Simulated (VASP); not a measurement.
Write the native input for VASP 6.6.1 that does the following.

```yaml
Task: single point
Functional: PBE
Potentials_or_basis: VASP PAW PBE potentials, release 64 (Ta_pv, Si)
Cutoff: 520 eV
k_mesh: 8 × 8 × 8
Occupations: gaussian, width 0.1 eV
Spin: no spin polarisation
Dipole_correction: no
k_mesh_for_the_DOS: 12 × 12 × 12
Occupations_for_the_DOS: tetrahedron
Further_INCAR_settings: ALGO = Fast; EDIFF = 1e-07
```

Crystal: Ta5Si.

```
CELL_PARAMETERS angstrom
0.00000 3.82186 3.82186
3.82186 0.00000 3.82186
3.82186 3.82186 0.00000
ATOMIC_POSITIONS crystal
Ta 0.75000 0.75000 0.75000
Ta 0.37545 0.37545 0.87366
Ta 0.37545 0.87366 0.37545
Ta 0.87366 0.37545 0.37545
Ta 0.37545 0.37545 0.37545
Si 0.00000 0.00000 0.00000
```

The input as run:

POSCAR

```
Ta5Si
1.0
    0.0000000000      3.8218624797      3.8218624797
    3.8218624797      0.0000000000      3.8218624797
    3.8218624797      3.8218624797      0.0000000000
Ta Si
5 1
Direct
    0.7500000000      0.7500000000      0.7500000000
    0.3754471414      0.3754471414      0.8736585759
    0.3754471414      0.8736585759      0.3754471414
    0.8736585759      0.3754471414      0.3754471414
    0.3754471414      0.3754471414      0.3754471414
    0.0000000000      0.0000000000      0.0000000000
```

INCAR.step1

```
SYSTEM = Ta5Si
  ALGO = Fast
  EDIFF = 1E-7
  ENCUT = 520
  GGA = PE
  ISIF = 2
  ISMEAR = 0
  LASPH = .TRUE.
  LCHARG = .TRUE.
  LMAXMIX = 4
  LREAL = .FALSE.
  LWAVE = .FALSE.
  NBANDS = 38
  NELM = 60
  PREC = Accurate
  SIGMA = 0.1
```

KPOINTS.step1

```
k-points
0
G
  8 8 8
  0 0 0
```

INCAR.step2

```
SYSTEM = Ta5Si
  ALGO = Fast
  EDIFF = 1E-7
  ENCUT = 520
  GGA = PE
  ICHARG = 11
  ISIF = 2
  ISMEAR = -5
  LASPH = .TRUE.
  LCHARG = .FALSE.
  LMAXMIX = 4
  LORBIT = 10
  LREAL = .FALSE.
  LWAVE = .FALSE.
  NEDOS = 1001
  NELM = 60
  PREC = Accurate
  SIGMA = 0.1
```

KPOINTS.step2

```
k-points
0
G
  12 12 12
  0 0 0
```

Potentials or basis: VASP PAW PBE potentials, release 64 (Ta_pv, Si).

Run with:

```bash
$ cat potpaw_PBE.64/Ta_pv/POTCAR potpaw_PBE.64/Si/POTCAR > POTCAR
$ cp INCAR.step1 INCAR
$ cp KPOINTS.step1 KPOINTS
$ mpirun -np 1 vasp_std > vasp.out
$ cp INCAR.step2 INCAR
$ cp KPOINTS.step2 KPOINTS
$ mpirun -np 1 vasp_std > vasp.out
```

Results of the run:

```yaml
Valence_electrons_inside_the_program's_atomic_spheres: Ta 8.62, 9.09 (each value once); Si 1.43
```

It took 13 min on 1 thread of Intel Xeon 8259CL (shared host), peak memory 0.37 GiB.
